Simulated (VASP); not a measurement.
Input of a VASP 6.6.1 run:

INCAR

```
SYSTEM = Cs
PREC     = Accurate       ! precision mode
ENCUT    = 520            ! plane-wave cutoff, eV
EDIFF    = 1E-6           ! SCF threshold, eV
ISMEAR   = -1             ! smearing method
SIGMA    = 0.05           ! smearing width, eV
LREAL    = .False.        ! projectors in reciprocal space
LASPH    = .True.         ! aspherical terms in the spheres
NELM     = 80             ! most SCF steps
ALGO     = Normal         ! electronic algorithm
ISIF     = 2              ! what is computed and relaxed
LWAVE    = .False.        ! write WAVECAR
LCHARG   = .False.        ! write CHGCAR
GGA      = PS             ! functional
NBANDS   = 10             ! bands
```

KPOINTS

```
Automatic mesh
0
Gamma
  9 9 9
  0 0 0
```

Contents of POSCAR:

```
Cs
1.0
   -2.3161683682      2.3161683682      2.3161683682
    2.3161683682     -2.3161683682      2.3161683682
    2.3161683682      2.3161683682     -2.3161683682
Cs
1
Direct
    0.0000000000      0.0000000000      0.0000000000
```

Potentials or basis: VASP PAW PBE potentials, release 64 (Cs_sv).

Launch:

```sh
$ cat potpaw_PBE.64/Cs_sv/POTCAR > POTCAR
$ mpirun -np 1 vasp_std > vasp.out
```

**Question.** Estimate the pressure.

**Answer.** 4.0 GPa.

Caveat: the PAW data sets were made with another functional, which shifts forces and pressure a little.
